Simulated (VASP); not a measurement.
# InO in VASP: a series of runs

Runs on InO. Level: LDA. Tasks: single point.

Everything below comes from runs of VASP 6.6.1. Logs are shortened: lines on timing, memory, paths and dates and some standing lists are left out, and cuts for length are marked.

**1. The cell of the first run**

The cell holds a slab with vacuum, 4 atoms: a = 3.454 Å, b = 3.454 Å, c = 15.083 Å, α = 90.00°, β = 90.00°, γ = 120.00°.

**2. Single point, LDA (strain +0.000 along x and y, -0.050 along z)**

The input, INCAR:

```
SYSTEM = InO
PREC     = Accurate       ! precision mode
ENCUT    = 520            ! plane-wave cutoff, eV
EDIFF    = 1E-6           ! SCF threshold, eV
ISMEAR   = 0              ! smearing method
SIGMA    = 0.03           ! smearing width, eV
LREAL    = .False.        ! projectors in reciprocal space
LASPH    = .True.         ! aspherical terms in the spheres
NELM     = 100            ! most SCF steps
ALGO     = Normal         ! electronic algorithm
ISIF     = 2              ! what is computed and relaxed
LWAVE    = .False.        ! write WAVECAR
LCHARG   = .False.        ! write CHGCAR
NBANDS   = 27             ! bands
```

The input, KPOINTS:

```
regular mesh
0
Gamma
  12 12 2
  0 0 0
```

The input, POSCAR:

```
InO
1.0
    3.4536138013      0.0000000000      0.0000000000
   -1.7268069007      2.9909172868      0.0000000000
    0.0000000000      0.0000000000     15.0832450000
In O
2 2
Direct
    0.6666666667      0.3333333333      0.5900210000
    0.6666666667      0.3333333333      0.4099790000
    0.0000000000      0.0000000000      0.6398670000
    0.0000000000      0.0000000000      0.3601330000
```

Potentials or basis: VASP PAW LDA potentials, release 64 (In_d, O).

Run with:

```console
$ cat potpaw_LDA.64/In_d/POTCAR potpaw_LDA.64/O/POTCAR > POTCAR
$ mpirun -np 1 vasp_std > vasp.out
```

OUTCAR:

```text
SYSTEM = InO
   PREC = Accurate
   ENCUT = 520
   EDIFF = 1E-6
   ISMEAR = 0
   LREAL = .False.
   LASPH = .True.
   NELM = 100
   ISIF = 2

 ion  position               nearest neighbor table
   1  0.667  0.333  0.590-   3 2.13   3 2.13   3 2.13   2 2.72
   2  0.667  0.333  0.410-   4 2.13   4 2.13   4 2.13   1 2.72
   3  0.000  0.000  0.640-   1 2.13   1 2.13   1 2.13
   4  0.000  0.000  0.360-   2 2.13   2 2.13   2 2.13

  LATTYP: Found a hexagonal cell.
 ALAT       =     3.4536138013
 C/A-ratio  =     4.3673803349

  Lattice vectors:

 A1 = (   3.4536138013,   0.0000000000,   0.0000000000)
 A2 = (  -1.7268069007,   2.9909172868,   0.0000000000)
 A3 = (   0.0000000000,   0.0000000000,  15.0832450000)

Analysis of symmetry for initial positions (statically):
=====================================================================
 Subroutine PRICEL returns:
 Original cell was already a primitive cell.

 Routine SETGRP: Setting up the symmetry group for a
 hexagonal supercell.

 Subroutine GETGRP returns: Found 12 space group operations
 (whereof 12 operations were pure point group operations)
 out of a pool of 24 trial point group operations.

The static configuration has the point symmetry D_3h.

Analysis of symmetry for dynamics (positions and initial velocities):
=====================================================================
 Subroutine PRICEL returns:
 Original cell was already a primitive cell.

 Routine SETGRP: Setting up the symmetry group for a
 hexagonal supercell.

 Subroutine GETGRP returns: Found 12 space group operations
 (whereof 12 operations were pure point group operations)
 out of a pool of 24 trial point group operations.

The dynamic configuration has the point symmetry D_3h.

 Subroutine INISYM returns: Found 12 space group operations
 (whereof 12 operations are pure point group operations),
 and found     1 'primitive' translations

----------------------------------------------------------------------------------------

                                     Primitive cell

  volume of cell :     155.8020

  direct lattice vectors                    reciprocal lattice vectors
     3.453613801  0.000000000  0.000000000     0.289551773  0.167172794  0.000000000
    -1.726806901  2.990917287  0.000000000     0.000000000  0.334345588  0.000000000
     0.000000000  0.000000000 15.083245000     0.000000000  0.000000000  0.066298731

  length of vectors
     3.453613801  3.453613801 15.083245000     0.334345588  0.334345588  0.066298731
[... 86 lines left out ...]
   LREAL  =      F    real-space projection
   EDIFFG = 0.1E-04   stopping-criterion for IOM
   NSW    =      0    number of steps for IOM
   IBRION =     -1    ionic relax: 0-MD 1-quasi-New 2-CG
   NFREE  =      0    steps in history (QN), initial steepest desc. (CG)
   ISIF   =      2    stress and relaxation
   ISYM   =      2    0-nonsym 1-usesym 2-fastsym
   POTIM  = 0.5000    time-step for ionic-motion
   TEBEG  =    0.0;   TEEND  =   0.0 temperature during run
   PSTRESS=    0.0 pullay stress
   NELECT =      38.0000    total number of electrons
   NUPDOWN=      -1.0000    fix difference up-down
   EMIN   =  10.00;   EMAX   =-10.00  energy-range for DOS
   EFERMI =   0.00;   METHOD = LEGACY
   ISMEAR =     0;   SIGMA  =   0.03  broadening in eV -4-tet -1-fermi 0-gaus
   EFERMI_NEDOS =   21; number of points for ismear=-14 and -15
   IALGO  =     38    algorithm
   IMIX   =      4    mixing-type and parameters
     AMIX     =   0.40;   BMIX     =  1.00
     AMIX_MAG =   1.60;   BMIX_MAG =  1.00
  volume/ion in A,a.u.               =      38.95       262.85
  Fermi-wavevector in a.u.,A,eV,Ry     =   1.022849  1.932905 14.234700  1.046221
  Thomas-Fermi vector in A             =   2.156551
   LORBIT       =      0    0 simple, 1 ext, 2 COOP (PROOUT), +10 PAW based schemes
   GGA     = CA    functional components
   LHFCALC =     F    Hartree Fock is set to
   AEXX    =    0.0000 exact exchange contribution
   IVDW    =     0    specifies the selected vdW correction
   LEPSILON=     F    determine dielectric tensor
   LRPA    =     F    only Hartree local field effects (RPA)
 non-spin polarized calculation
 Gauss-broadening in eV      SIGMA  =   0.03
  energy-cutoff  :      520.00
  volume of cell :      155.80
 maximum number of plane-waves:      4233
 NGX is ok and might be reduce to    28
   NGX = 13   NGY = 13   NGZ = 57

 number of electron      38.0000000 magnetization

 Free energy of the ion-electron system (eV)
  ---------------------------------------------------
  ext. energy  EPLUGINS =         0.00000000
  ---------------------------------------------------
  free energy    TOTEN  =       -22.12712015 eV

  energy without entropy =      -22.12712015  energy(sigma->0) =      -22.12712015

 E-fermi :  -1.6313     XC(G=0):  -5.2515

 val. band max:       -1.7801260150   @ k =   0.3333   0.3333   0.5000
 cond. band min:      -1.3338900638   @ k =   0.0000   0.0000   0.5000
 fundamental gap:      0.4462359511
 Fermi energy:        -1.6313187338

 k-point     1 :       0.0000    0.0000    0.0000
  band No.  band energies     occupation
      1     -19.1562      2.00000
      2     -19.1228      2.00000
      3     -15.1987      2.00000
      4     -15.1882      2.00000
      5     -15.1882      2.00000
      6     -15.1177      2.00000
[... 709 lines left out ...]
     26       6.9021      0.00000
     27       7.4719      0.00000

 [... further k-points ...]

------------------------ aborting loop because EDIFF is reached ----------------------------------------

  FORCE on cell =-STRESS in cart. coord.  units (eV):
  Direction    XX          YY          ZZ          XY          YZ          ZX
  --------------------------------------------------------------------------------------
  -------------------------------------------------------------------------------------
  Total       -2.8918481     -2.8918481      0.6420367      0.0000000     -0.0000000      0.0000000
  in kB      -29.7380918    -29.7380918      6.6023337      0.0000000     -0.0000000      0.0000000
  external PRESSURE =     -17.6246167 kB  Pullay stress =       0.0000000 kB

 VOLUME and BASIS-vectors are now :
 -----------------------------------------------------------------------------
  energy-cutoff  :      520.00
  volume of cell :      155.80
      direct lattice vectors                 reciprocal lattice vectors
     3.453613801  0.000000000  0.000000000     0.289551773  0.167172794  0.000000000
    -1.726806901  2.990917287  0.000000000     0.000000000  0.334345588  0.000000000
     0.000000000  0.000000000 15.083245000     0.000000000  0.000000000  0.066298731

 POSITION                                       TOTAL-FORCE (eV/Angst)
 -----------------------------------------------------------------------------------
      1.72681      0.99697      8.89943        -0.000000      0.000000      0.562482
      1.72681      0.99697      6.18381        -0.000000      0.000000     -0.562482
      0.00000      0.00000      9.65127         0.000000     -0.000000     -0.194716
      0.00000      0.00000      5.43197         0.000000     -0.000000      0.194716
 -----------------------------------------------------------------------------------
    total drift:                               -0.000000      0.000000      0.000000

  FREE ENERGIE OF THE ION-ELECTRON SYSTEM (eV)
  ---------------------------------------------------
  free  energy   TOTEN  =       -22.1271201531 eV

  energy  without entropy=      -22.1271201531  energy(sigma->0) =      -22.12712015
```

OSZICAR:

```text
N       E                     dE             d eps       ncg     rms          rms(c)
DAV:   1     0.400162211602E+03    0.40016E+03   -0.18053E+04  2060   0.145E+03
DAV:   2     0.402611299455E+02   -0.35990E+03   -0.34635E+03  2204   0.385E+02
DAV:   3    -0.229969474029E+02   -0.63258E+02   -0.62254E+02  2574   0.178E+02
[... 13 lines left out ...]
DAV:  17    -0.221270914532E+02   -0.43666E-04   -0.56709E-06  2544   0.233E-02    0.423E-03
DAV:  18    -0.221271157781E+02   -0.24325E-04   -0.12410E-06  1754   0.693E-03    0.197E-03
DAV:  19    -0.221271182281E+02   -0.24500E-05   -0.11857E-07  1795   0.413E-03    0.137E-03
DAV:  20    -0.221271198163E+02   -0.15882E-05   -0.85569E-08  1525   0.333E-03    0.214E-04
DAV:  21    -0.221271201531E+02   -0.33679E-06   -0.30735E-08  1620   0.158E-03
   1 F= -.22127120E+02 E0= -.22127120E+02  d E =-.486993E-14
```

stdout:

```text
POSCAR found type information on POSCAR InO
 POSCAR found :  2 types and       4 ions
 scaLAPACK will be used
 LDA part: xc-table for (Slater(with rela. corr.)+CA(PZ))
 , standard interpolation
 POSCAR, INCAR and KPOINTS ok, starting setup
 FFT: planning ... GRIDC
 FFT: planning ... GRID_SOFT
 FFT: planning ... GRID
 WAVECAR not read
 entering main loop
```

Wall time 2.2 min (1 thread of Intel Xeon 6975P-C (Granite Rapids), shared host); peak memory 0.3 GiB.

Results:

* Free energy: -22.1271 eV
* Largest force: 0.562 eV/Å
* Band gap on the k mesh: 0.45 eV, indirect (least direct gap 1.09 eV)

Forces on the atoms (eV/Å):
```
In   0.000  0.000  0.562
In   0.000  0.000 -0.562
O    0.000  0.000 -0.195
O    0.000  0.000  0.195
```

Levels at points of the mesh, in eV from the valence-band top:
| k point | band 16 | band 17 | band 18 | band 19 | band 20 | band 21 | band 22 | band 23 |
| --- | --- | --- | --- | --- | --- | --- | --- | --- |
| (0.00, 0.00, 0.00) | -1.66 | -1.62 | -1.62 | -0.64 | 0.45 | 3.43 | 6.53 | 6.57 |
| (0.50, 0.00, 0.00) | -2.57 | -2.49 | -1.80 | -0.16 | 2.42 | 4.38 | 5.81 | 6.83 |
| (0.00, 0.00, 0.50) | -1.66 | -1.62 | -1.62 | -0.64 | 0.45 | 3.43 | 6.27 | 7.05 |
| (0.50, 0.00, 0.50) | -2.57 | -2.49 | -1.80 | -0.16 | 2.42 | 4.38 | 5.81 | 6.83 |

Caveat: the cell differs from its parent crystal (strain +0.000 along x and y, -0.050 along z); spin-orbit coupling is left out, which moves the levels of the heavy elements.

**3. Single point, LDA (strain -0.025 along x and y, +0.000 along z)**

The input, INCAR:

```
SYSTEM = InO
ALGO = Normal ; EDIFF = 1E-7
ENCUT = 520 ; GGA = CA
ISIF = 2 ; ISMEAR = 0
LASPH = .TRUE. ; LCHARG = .FALSE.
LREAL = .FALSE. ; LWAVE = .FALSE.
NBANDS = 27 ; NELM = 100
PREC = Accurate ; SIGMA = 0.03
```

The input, KPOINTS:

```
k-points
0
G
  12 12 2
  0 0 0
```

The input, POSCAR:

```
InO
1.0
    3.3672734563      0.0000000000      0.0000000000
   -1.6836367282      2.9161443546      0.0000000000
    0.0000000000      0.0000000000     15.8771000000
In O
2 2
Direct
    0.6666666667      0.3333333333      0.5900210000
    0.6666666667      0.3333333333      0.4099790000
    0.0000000000      0.0000000000      0.6398670000
    0.0000000000      0.0000000000      0.3601330000
```

Potentials or basis: VASP PAW LDA potentials, release 64 (In_d, O).

Run with:

```console
$ cat potpaw_LDA.64/In_d/POTCAR potpaw_LDA.64/O/POTCAR > POTCAR
$ mpirun -np 1 vasp_std > vasp.out
```

Run time: 2.4 min. Hardware: 1 thread of Intel Xeon 6975P-C (Granite Rapids), shared host; peak memory 0.31 GiB.

The run converged. Its results:

* Free energy: -22.1867 eV
* Largest force: 0.295 eV/Å
* Band gap on the k mesh: 0.27 eV, indirect (least direct gap 1.20 eV)

Forces in eV/Å, atoms in the order of the input:
```
In   0.000  0.000 -0.295
In   0.000  0.000  0.295
O    0.000  0.000 -0.084
O    0.000  0.000  0.084
```

Levels at points of the mesh, in eV from the valence-band top:
```
           k point  band 17  band 18  band 19  band 20  band 21  band 22
(0.00, 0.00, 0.00)    -1.85    -1.85    -0.94     0.27     3.23     6.29
(0.50, 0.00, 0.00)    -2.77    -2.27    -0.31     2.25     4.26     5.22
(0.00, 0.00, 0.50)    -1.85    -1.85    -0.94     0.27     3.23     6.10
(0.50, 0.00, 0.50)    -2.77    -2.27    -0.31     2.25     4.26     5.22
```

Caveat: the cell differs from its parent crystal (strain -0.025 along x and y, +0.000 along z); spin-orbit coupling is left out, which moves the levels of the heavy elements.

**4. Single point, LDA (strain +0.000 along x and y, -0.025 along z)**

The input, INCAR:

```
PREC = Accurate ; ENCUT = 520
EDIFF = 1E-6 ; ISMEAR = 0
SIGMA = 0.03 ; LREAL = False
LASPH = True ; NELM = 100
ALGO = Normal ; ISIF = 2
LWAVE = False ; LCHARG = False
GGA = CA ; NBANDS = 27
```

The input, KPOINTS:

```
regular mesh
0
Gamma
  12 12 2
```

The input, POSCAR:

```
InO
1.0
    3.4536138013      0.0000000000      0.0000000000
   -1.7268069007      2.9909172868      0.0000000000
    0.0000000000      0.0000000000     15.4801725000
In O
2 2
Direct
    0.6666666667      0.3333333333      0.5900210000
    0.6666666667      0.3333333333      0.4099790000
    0.0000000000      0.0000000000      0.6398670000
    0.0000000000      0.0000000000      0.3601330000
```

Run with:

```console
$ cat potpaw_LDA.64/In_d/POTCAR potpaw_LDA.64/O/POTCAR > POTCAR
$ mpirun -np 1 vasp_std > vasp.out
```

Wall time 2 min (1 thread of Intel Xeon 6975P-C (Granite Rapids), shared host); peak memory 0.31 GiB.

It converged, with:

| Item | Value |
| --- | --- |
| Free energy | -22.1269 eV |
| Largest force | 0.368 eV/Å |
| Band gap on the k mesh | 0.37 eV, indirect (least direct gap 1.04 eV) |

Forces on the atoms (eV/Å):
```
In   0.000  0.000  0.321
In   0.000  0.000 -0.321
O    0.000  0.000 -0.368
O    0.000  0.000  0.368
```

Levels at points of the mesh, in eV from the valence-band top:
```csv
k point,band 16,band 17,band 18,band 19,band 20,band 21,band 22,band 23
"(0.00, 0.00, 0.00)",-1.68,-1.64,-1.64,-0.67,0.37,3.31,6.50,6.55
"(0.50, 0.00, 0.00)",-2.57,-2.50,-1.86,-0.19,2.37,4.21,5.54,6.79
"(0.00, 0.00, 0.50)",-1.68,-1.64,-1.64,-0.67,0.37,3.31,6.27,7.03
"(0.50, 0.00, 0.50)",-2.57,-2.50,-1.86,-0.19,2.37,4.21,5.54,6.79
```

Caveat: the cell differs from its parent crystal (strain +0.000 along x and y, -0.025 along z); spin-orbit coupling is left out, which moves the levels of the heavy elements.

**5. Single point, LDA (strain -0.025 along x and y, +0.025 along z)**

The input, INCAR:

```
PREC = Accurate
ENCUT = 520
EDIFF = 1E-6
ISMEAR = 0
SIGMA = 0.03
LREAL = False
LASPH = True
NELM = 80
ALGO = Normal
ISIF = 2
LWAVE = False
LCHARG = False
GGA = CA
NBANDS = 27
```

KPOINTS is that of step 4.

The input, POSCAR:

```
InO
1.0
    3.3672734563      0.0000000000      0.0000000000
   -1.6836367282      2.9161443546      0.0000000000
    0.0000000000      0.0000000000     16.2740275000
In O
2 2
Direct
    0.6666666667      0.3333333333      0.5900210000
    0.6666666667      0.3333333333      0.4099790000
    0.0000000000      0.0000000000      0.6398670000
    0.0000000000      0.0000000000      0.3601330000
```

Run with:

```console
$ cat potpaw_LDA.64/In_d/POTCAR potpaw_LDA.64/O/POTCAR > POTCAR
$ mpirun -np 1 vasp_std > vasp.out
```

Wall time 2.5 min (1 thread of Intel Xeon 6975P-C (Granite Rapids), shared host); peak memory 0.32 GiB.

It converged, with:

| Property | Result |
| --- | --- |
| Free energy | -22.1429 eV |
| Largest force | 0.376 eV/Å |
| Band gap on the k mesh | 0.16 eV, indirect (least direct gap 1.16 eV) |

Forces in eV/Å, atoms in the order of the input:
```
In   0.000  0.000 -0.376
In   0.000  0.000  0.376
O    0.000  0.000 -0.267
O    0.000  0.000  0.267
```

Levels at points of the mesh, in eV from the valence-band top:
```tsv
k point	band 17	band 18	band 19	band 20	band 21	band 22
(0.00, 0.00, 0.00)	-1.89	-1.89	-1.00	0.16	3.10	6.18
(0.50, 0.00, 0.00)	-2.79	-2.35	-0.35	2.19	4.03	4.96
(0.00, 0.00, 0.50)	-1.89	-1.89	-1.00	0.16	3.11	6.04
(0.50, 0.00, 0.50)	-2.79	-2.35	-0.35	2.19	4.03	4.96
```

Caveat: the cell differs from its parent crystal (strain -0.025 along x and y, +0.025 along z); spin-orbit coupling is left out, which moves the levels of the heavy elements.

**6. Overview**

```csv
cell,gap on the mesh (eV),largest force (eV/Å)
"a = 3.454, b = 3.454, c = 15.083 Å, angles 90.0, 90.0, 120.0°, 4 atoms",0.45,0.56
"a = 3.367, b = 3.367, c = 15.877 Å, angles 90.0, 90.0, 120.0°, 4 atoms",0.27,0.30
"a = 3.454, b = 3.454, c = 15.480 Å, angles 90.0, 90.0, 120.0°, 4 atoms",0.37,0.37
"a = 3.367, b = 3.367, c = 16.274 Å, angles 90.0, 90.0, 120.0°, 4 atoms",0.16,0.38
```

Alike in all rows: task single point; level LDA; potentials or basis VASP PAW LDA potentials, release 64 (In_d, O); no spin polarisation; k mesh 12 × 12 × 2; cutoff (eV) 520; smearing gaussian 0.03 eV.

Caveats: spin-orbit coupling is left out, which moves the levels of the heavy elements.

Total energies depend on the potentials used, so only differences within one code and one set of settings carry meaning.
